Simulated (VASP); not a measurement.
**Co: single point with PBEsol**

Co:

```
Co
1.0
     0.00000    3.21737    3.21737
     3.21737    0.00000    3.21737
     3.21737    3.21737    0.00000
Co
6
Direct
  0.75000 0.75000 0.75000
  0.50000 0.50000 0.50000
  0.12500 0.12500 0.62500
  0.12500 0.12500 0.12500
  0.62500 0.12500 0.12500
  0.12500 0.62500 0.12500
```

This isn't the form of Co at room conditions, which is hcp.

```yaml
Program: VASP 6.6.1
Task: single point
Functional: PBEsol
Potentials_or_basis: VASP PAW PBE potentials, release 64 (Co_sv)
Cutoff: 690 eV
k_mesh: 6 × 6 × 6
Occupations: fermi-dirac, width 0.15 eV
Spin: collinear spin, ferromagnetic start
Starting_moments: "[2.5, 2.5, 2.5, 2.5, 2.5, 2.5] μB"
```

* Pressure: -3.7 GPa
* Net moment: 9.77 μB per cell
* Site moments: Co +1.78, +1.63 (each value once) μB
* Valence electrons inside the program's atomic spheres: Co 14.95, 15.13 (each value once)

Levels at points of the mesh, in eV from the Fermi level:
Spin up:
```
           k point  band 53  band 54  band 55  band 56  band 57  band 58  band 59  band 60
(0.00, 0.00, 0.00)    -0.09    -0.09    -0.09     1.09     2.71     2.71     2.71     6.43
(0.50, 0.00, 0.00)    -1.21    -0.93    -0.93    -0.09     1.92     2.28     2.28     5.36
(0.50, 0.50, 0.00)    -1.29    -1.29    -1.20    -1.20     1.31     1.31     2.03     2.03
```
Spin down:
| k point | band 42 | band 43 | band 44 | band 45 | band 46 | band 47 | band 48 | band 49 |
| --- | --- | --- | --- | --- | --- | --- | --- | --- |
| (0.00, 0.00, 0.00) | -0.83 | -0.50 | -0.50 | 0.18 | 0.18 | 0.18 | 0.63 | 0.63 |
| (0.50, 0.00, 0.00) | -0.64 | -0.55 | -0.55 | -0.27 | -0.22 | -0.22 | 0.12 | 0.18 |
| (0.50, 0.50, 0.00) | -1.40 | -0.43 | -0.43 | -0.15 | -0.15 | -0.05 | -0.05 | 0.44 |

Run time: 4.7 min on 1 thread of Intel(R) Xeon(R) Platinum 8175M CPU @ 2.50GHz (Skylake/Cascade Lake), on a shared host, peak memory 0.35 GiB.

Caveat: the cell stands under tension; the PAW data sets were made with another functional, which shifts forces and pressure a little.
